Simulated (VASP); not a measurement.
# Os (Immm) in VASP: a series of runs, part 3 of 3

VASP 6.6.1.

## 5. Single point, r2SCAN (strain +0.0125 x Voigt [0, 0, 0, 0, 0, 1])

POSCAR reads:

```
Os
1.0
    0.0121562500      1.9450000000      1.9450000000
    1.9450000000      0.0121562500      1.9450000000
    1.9571562500      1.9571562500      0.0000000000
Os
1
Direct
    0.0000000000      0.0000000000      0.0000000000
```

INCAR.step1 reads:

```
SYSTEM = Os
ALGO     = Normal         ! electronic algorithm
EDIFF    = 1E-4           ! SCF threshold, eV
ENCUT    = 520            ! plane-wave cutoff, eV
GGA      = PE             ! functional
ISMEAR   = 0              ! smearing method
LASPH    = .True.         ! aspherical terms in the spheres
LCHARG   = .False.        ! write CHGCAR
LREAL    = .False.        ! projectors in reciprocal space
LWAVE    = .True.         ! write WAVECAR
NBANDS   = 10             ! bands
NELM     = 60             ! most SCF steps
PREC     = Accurate       ! precision mode
SIGMA    = 0.15           ! smearing width, eV
```

INCAR.step2 reads:

```
SYSTEM = Os
ALGO     = Normal         ! electronic algorithm
EDIFF    = 1E-6           ! SCF threshold, eV
ENCUT    = 520            ! plane-wave cutoff, eV
ISIF     = 2              ! what is computed and relaxed
ISMEAR   = 0              ! smearing method
ISTART   = 1            
LASPH    = .True.         ! aspherical terms in the spheres
LCHARG   = .False.        ! write CHGCAR
LMIXTAU  = .True.       
LREAL    = .False.        ! projectors in reciprocal space
LWAVE    = .False.        ! write WAVECAR
METAGGA  = R2SCAN         ! meta-GGA
NBANDS   = 10             ! bands
NELM     = 60             ! most SCF steps
PREC     = Accurate       ! precision mode
SIGMA    = 0.15           ! smearing width, eV
```

KPOINTS reads:

```
k-points
0
Gamma
  20 20 20
  0 0 0
```

Potentials or basis: VASP PAW PBE potentials, release 64 (Os).

On the command line:

```sh
> cat potpaw_PBE.64/Os/POTCAR > POTCAR
> cp INCAR.step1 INCAR
> mpirun -np 1 vasp_std > vasp.out
> cp INCAR.step2 INCAR
> mpirun -np 1 vasp_std > vasp.out
```

OUTCAR:

```text
SYSTEM = Os
   EDIFF = 1E-6
   ENCUT = 520
   ISIF = 2
   ISMEAR = 0
   ISTART = 1
   LASPH = .True.
   LREAL = .False.
   METAGGA = R2SCAN
   NELM = 60
   PREC = Accurate

 ion  position               nearest neighbor table
   1  0.000  0.000  0.000-

  LATTYP: Found a body centered orthorhombic cell.
 ALAT       =     2.7334538452
 B/A-ratio  =     1.0125786164
 C/A-ratio  =     1.4231079873

  Lattice vectors:

 A1 = (   1.9450000000,   0.0121562500,  -1.9450000000)
 A2 = (  -1.9450000000,  -0.0121562500,  -1.9450000000)
 A3 = (   0.0121562500,   1.9450000000,   1.9450000000)

Analysis of symmetry for initial positions (statically):
=====================================================================
 Subroutine PRICEL returns:
 Original cell was already a primitive cell.

 Routine SETGRP: Setting up the symmetry group for a
 body centered orthorhombic supercell.

 Subroutine GETGRP returns: Found  8 space group operations
 (whereof  8 operations were pure point group operations)
 out of a pool of  8 trial point group operations.

The static configuration has the point symmetry D_2h.

Analysis of symmetry for dynamics (positions and initial velocities):
=====================================================================
 Subroutine PRICEL returns:
 Original cell was already a primitive cell.

 Routine SETGRP: Setting up the symmetry group for a
 body centered orthorhombic supercell.

 Subroutine GETGRP returns: Found  8 space group operations
 (whereof  8 operations were pure point group operations)
 out of a pool of  8 trial point group operations.

The dynamic configuration has the point symmetry D_2h.

 Subroutine INISYM returns: Found  8 space group operations
 (whereof  8 operations are pure point group operations),
 and found     1 'primitive' translations

----------------------------------------------------------------------------------------

                                     Primitive cell

  volume of cell :      14.7154

  direct lattice vectors                    reciprocal lattice vectors
     0.012156250  1.945000000  1.945000000    -0.258686197  0.258686197  0.257069409
     1.945000000  0.012156250  1.945000000     0.258686197 -0.258686197  0.257069409
     1.957156250  1.957156250  0.000000000     0.255472704  0.255472704 -0.257069409

  length of vectors
     2.750672240  2.750672240  2.767836912     0.447126133  0.447126133  0.443415478

  position of ions in fractional coordinates (direct lattice)
     0.000000000  0.000000000  0.000000000

  ion indices of the primitive-cell ions
   primitive index   ion index
                 1           1

----------------------------------------------------------------------------------------

 KPOINTS: k-points

Automatic generation of k-mesh.
 Grid dimensions read from file:
 generate k-points for:   20   20   20

 Generating k-lattice:

  Cartesian coordinates                     Fractional coordinates (reciprocal lattice)
    -0.012934310  0.012934310  0.012853470     0.050000000  0.000000000  0.000000000
     0.012934310 -0.012934310  0.012853470     0.000000000  0.050000000  0.000000000
     0.012773635  0.012773635 -0.012853470     0.000000000  0.000000000  0.050000000

  Length of vectors
     0.022356307  0.022356307  0.022170774

  Shift w.r.t. Gamma in fractional coordinates (k-lattice)
     0.000000000  0.000000000  0.000000000

 Subroutine IBZKPT returns following result:
 ===========================================

 Found   1166 irreducible k-points:

 Following reciprocal coordinates:
            Coordinates               Weight
  0.000000  0.000000  0.000000      1.000000
  0.050000  0.000000  0.000000      4.000000
  0.100000  0.000000  0.000000      4.000000
  0.150000  0.000000  0.000000      4.000000
  0.200000  0.000000  0.000000      4.000000
  0.250000  0.000000  0.000000      4.000000
[... 16 lines left out ...]
 -0.400000  0.050000  0.000000      4.000000
 -0.350000  0.050000  0.000000      4.000000
 [... further k-points ...]
   k-points           NKPTS =   1166   k-points in BZ     NKDIM =   1166   number of bands    NBANDS=     10
   number of dos      NEDOS =    301   number of ions     NIONS =      1
   total plane-waves  NPLWV =   9600
   dimension x,y,z NGX =    20 NGY =   20 NGZ =   24
   dimension x,y,z NGXF=    40 NGYF=   40 NGZF=   48
   ions per type =               1
   NGX,Y,Z   is equivalent  to a cutoff of  12.09, 12.09, 14.42 a.u.
   NGXF,Y,Z  is equivalent  to a cutoff of  24.18, 24.18, 28.83 a.u.
 SYSTEM =  Os
   PREC   = accura    normal or accurate (medium, high low for compatibility)
   ISTART =      1    job   : 0-new  1-cont  2-samecut
   ICHARG =      0    charge: 1-file 2-atom 10-const
   ISPIN  =      1    spin polarized calculation?
   LNONCOLLINEAR =      F non collinear calculations
   LSORBIT =      F    spin-orbit coupling
   LASPH  =      T    aspherical Exc in radial PAW
   ENCUT  =  520.0 eV  38.22 Ry    6.18 a.u.   5.11  5.11  5.15*2*pi/ulx,y,z
   NELM   =     60;   NELMIN=  2; NELMDL=  0     # of ELM steps
   EDIFF  = 0.1E-05   stopping-criterion for ELM
   LREAL  =      F    real-space projection
   EDIFFG = 0.1E-04   stopping-criterion for IOM
   NSW    =      0    number of steps for IOM
   IBRION =     -1    ionic relax: 0-MD 1-quasi-New 2-CG
   NFREE  =      0    steps in history (QN), initial steepest desc. (CG)
   ISIF   =      2    stress and relaxation
   ISYM   =      2    0-nonsym 1-usesym 2-fastsym
   POTIM  = 0.5000    time-step for ionic-motion
   TEBEG  =    0.0;   TEEND  =   0.0 temperature during run
   PSTRESS=    0.0 pullay stress
   NELECT =       8.0000    total number of electrons
   NUPDOWN=      -1.0000    fix difference up-down
   EMIN   =  10.00;   EMAX   =-10.00  energy-range for DOS
   EFERMI =   0.00;   METHOD = LEGACY
   ISMEAR =     0;   SIGMA  =   0.15  broadening in eV -4-tet -1-fermi 0-gaus
   EFERMI_NEDOS =   21; number of points for ismear=-14 and -15
   IALGO  =     38    algorithm
   IMIX   =      4    mixing-type and parameters
     AMIX     =   0.40;   BMIX     =  1.00
     AMIX_MAG =   1.60;   BMIX_MAG =  1.00
  volume/ion in A,a.u.               =      14.72        99.30
  Fermi-wavevector in a.u.,A,eV,Ry     =   1.336126  2.524913 24.289580  1.785234
  Thomas-Fermi vector in A             =   2.464777
   LORBIT       =      0    0 simple, 1 ext, 2 COOP (PROOUT), +10 PAW based schemes
   METAGGA = R2SCAN    functional components
   LHFCALC =     F    Hartree Fock is set to
   AEXX    =    0.0000 exact exchange contribution
   IVDW    =     0    specifies the selected vdW correction
   LEPSILON=     F    determine dielectric tensor
   LRPA    =     F    only Hartree local field effects (RPA)
 non-spin polarized calculation
 Gauss-broadening in eV      SIGMA  =   0.15
  energy-cutoff  :      520.00
  volume of cell :       14.72
 maximum number of plane-waves:       407
   NGX = 11   NGY = 11   NGZ = 11

 number of electron       8.0000000 magnetization

 Free energy of the ion-electron system (eV)
  ---------------------------------------------------
  ext. energy  EPLUGINS =         0.00000000
  ---------------------------------------------------
  free energy    TOTEN  =       -52.82060199 eV

  energy without entropy =      -52.80905740  energy(sigma->0) =      -52.81482969

 E-fermi :   8.4174     XC(G=0): -15.0528

 val. band max:        8.4173236942   @ k =   0.4500   0.2000   0.1500
 cond. band min:       8.4177024838   @ k =  -0.0500  -0.0000   0.0500
 fundamental gap:      0.0003787897
 Fermi energy:         8.4173876164

 k-point     1 :       0.0000    0.0000    0.0000
  band No.  band energies     occupation
      1      -2.4543      2.00000
      2       5.3923      2.00000
      3       5.4954      2.00000
      4       5.6111      2.00000
      5       8.4100      1.05572
      6       8.4109      1.04844
      7      23.3513      0.00000
      8      29.0081      0.00000
      9      29.2129      0.00000
     10      29.4166      0.00000
[... 287 lines left out ...]
 k-point    24 :      -0.3500    0.0500    0.0000
  band No.  band energies     occupation
      1       0.8720      2.00000
      2       5.5403      2.00000
      3       5.5978      2.00000
      4       6.0607      2.00000
      5       9.4804      0.00000
      6      10.4380      0.00000
      7      20.0380      0.00000
      8      24.3252      0.00000
      9      30.3435      0.00000
     10      31.8223      0.00000

 [... further k-points ...]

------------------------ aborting loop because EDIFF is reached ----------------------------------------

  FORCE on cell =-STRESS in cart. coord.  units (eV):
  Direction    XX          YY          ZZ          XY          YZ          ZX
  --------------------------------------------------------------------------------------
  -------------------------------------------------------------------------------------
  Total       -1.4893399     -1.4893399     -1.4988448     -0.3196652      0.0000000      0.0000000
  in kB     -162.1558255   -162.1558255   -163.1906984    -34.8043927      0.0000000      0.0000000
  external PRESSURE =    -162.5007831 kB  Pullay stress =       0.0000000 kB

 VOLUME and BASIS-vectors are now :
 -----------------------------------------------------------------------------
  energy-cutoff  :      520.00
  volume of cell :       14.72
      direct lattice vectors                 reciprocal lattice vectors
     0.012156250  1.945000000  1.945000000    -0.258686197  0.258686197  0.257069409
     1.945000000  0.012156250  1.945000000     0.258686197 -0.258686197  0.257069409
     1.957156250  1.957156250  0.000000000     0.255472704  0.255472704 -0.257069409

 POSITION                                       TOTAL-FORCE (eV/Angst)
 -----------------------------------------------------------------------------------
      0.00000      0.00000      0.00000         0.000000     -0.000000      0.000000
 -----------------------------------------------------------------------------------
    total drift:                                0.000000     -0.000000      0.000000

  FREE ENERGIE OF THE ION-ELECTRON SYSTEM (eV)
  ---------------------------------------------------
  free  energy   TOTEN  =       -52.8206019899 eV

  energy  without entropy=      -52.8090573966  energy(sigma->0) =      -52.81482969
```

It took 3.3 min on 1 thread of Intel Xeon 6975P-C (Granite Rapids), shared host; peak memory 0.29 GiB.

Results:

```yaml
Free_energy: -52.8206 eV
Pressure: -16.3 GPa
Band_gap_on_the_k_mesh: zero (bands 4 and 5 overlap by 3.78 eV)
```

Stress tensor (GPa, compression positive):
```
-16.22  -3.48   0.00
 -3.48 -16.22   0.00
  0.00   0.00 -16.32
```

Caveat: the cell differs from its parent crystal (strain +0.0125 x Voigt [0, 0, 0, 0, 0, 1]); the cell stands under tension; the PAW data sets were made with another functional, which shifts forces and pressure a little; spin-orbit coupling is left out, which moves the levels of the heavy elements.

## 6. Single point, r2SCAN (strain +0.0750 x Voigt [0, 0, 0, 0, 0, 1])

POSCAR reads:

```
Os
1.0
    0.0729375000      1.9450000000      1.9450000000
    1.9450000000      0.0729375000      1.9450000000
    2.0179375000      2.0179375000      0.0000000000
Os
1
Direct
    0.0000000000      0.0000000000      0.0000000000
```

INCAR.step1 reads:

```
ALGO = Normal ; EDIFF = 1E-4
ENCUT = 520 ; GGA = PE
ISMEAR = 0 ; LASPH = True
LCHARG = False ; LREAL = False
LWAVE = True ; NBANDS = 10
NELM = 60 ; PREC = Accurate
SIGMA = 0.15
```

INCAR.step2 reads:

```
ALGO = Normal ; EDIFF = 1E-6
ENCUT = 520 ; ISIF = 2
ISMEAR = 0 ; ISTART = 1
LASPH = True ; LCHARG = False
LMIXTAU = True ; LREAL = False
LWAVE = False ; METAGGA = R2SCAN
NBANDS = 10 ; NELM = 60
PREC = Accurate ; SIGMA = 0.15
```

KPOINTS reads:

```
k-points
0
Gamma
  20 20 20
```

Potentials or basis: VASP PAW PBE potentials, release 64 (Os).

On the command line:

```sh
> cat potpaw_PBE.64/Os/POTCAR > POTCAR
> cp INCAR.step1 INCAR
> mpirun -np 1 vasp_std > vasp.out
> cp INCAR.step2 INCAR
> mpirun -np 1 vasp_std > vasp.out
```

Run time: 3.2 min. Hardware: 1 thread of Intel Xeon 6975P-C (Granite Rapids), shared host; peak memory 0.29 GiB.

The run converged. Its results:

| Quantity | Value |
| --- | --- |
| Free energy | -52.7514 eV |
| Pressure | -13.7 GPa |
| Band gap on the k mesh | zero (bands 4 and 5 overlap by 3.93 eV) |

Stress tensor (GPa, compression positive):
```
-12.57 -21.44   0.00
-21.44 -12.57   0.00
  0.00   0.00 -15.85
```

Levels at points of the mesh, in eV from the Fermi level:
| k point | band 2 | band 3 | band 4 | band 5 | band 6 | band 7 |
| --- | --- | --- | --- | --- | --- | --- |
| (0.00, 0.00, 0.00) | -3.55 | -3.11 | -2.23 | 0.07 | 0.09 | 14.88 |
| (0.50, 0.00, 0.00) | -3.71 | -2.68 | 0.19 | 2.10 | 2.76 | 9.50 |
| (0.50, 0.50, 0.00) | -6.78 | 2.27 | 2.31 | 3.01 | 3.02 | 11.14 |
| (0.00, 0.00, 0.50) | -3.52 | -2.41 | -0.64 | 1.79 | 2.56 | 8.30 |
| (0.50, 0.00, 0.50) | -6.74 | 2.03 | 2.33 | 2.94 | 3.19 | 12.24 |

Caveat: the cell differs from its parent crystal (strain +0.0750 x Voigt [0, 0, 0, 0, 0, 1]); the cell stands under tension; the PAW data sets were made with another functional, which shifts forces and pressure a little; spin-orbit coupling is left out, which moves the levels of the heavy elements.

## 7. Overview

```csv
cell,gap on the mesh (eV),pressure (GPa)
"a = 2.751, b = 2.751, c = 2.682 Å, angles 60.8, 60.8, 61.7°, 1 atom",none,-15.2
"a = 2.751, b = 2.751, c = 2.785 Å, angles 59.6, 59.6, 59.2°, 1 atom",none,-16.0
"a = 2.751, b = 2.751, c = 2.802 Å, angles 59.4, 59.4, 58.8°, 1 atom",none,-15.7
"a = 2.751, b = 2.751, c = 2.768 Å, angles 59.8, 59.8, 59.6°, 1 atom",none,-16.3
"a = 2.752, b = 2.752, c = 2.854 Å, angles 58.8, 58.8, 57.5°, 1 atom",none,-13.7
```

Alike in all rows: task single point; level r2SCAN; potentials or basis VASP PAW PBE potentials, release 64 (Os); no spin polarisation; k mesh 20 × 20 × 20; cutoff (eV) 520; smearing gaussian 0.15 eV.

Caveats: the cell stands under tension; the PAW data sets were made with another functional, which shifts forces and pressure a little; spin-orbit coupling is left out, which moves the levels of the heavy elements.

Absolute energies hang on the potentials; compare differences alone.
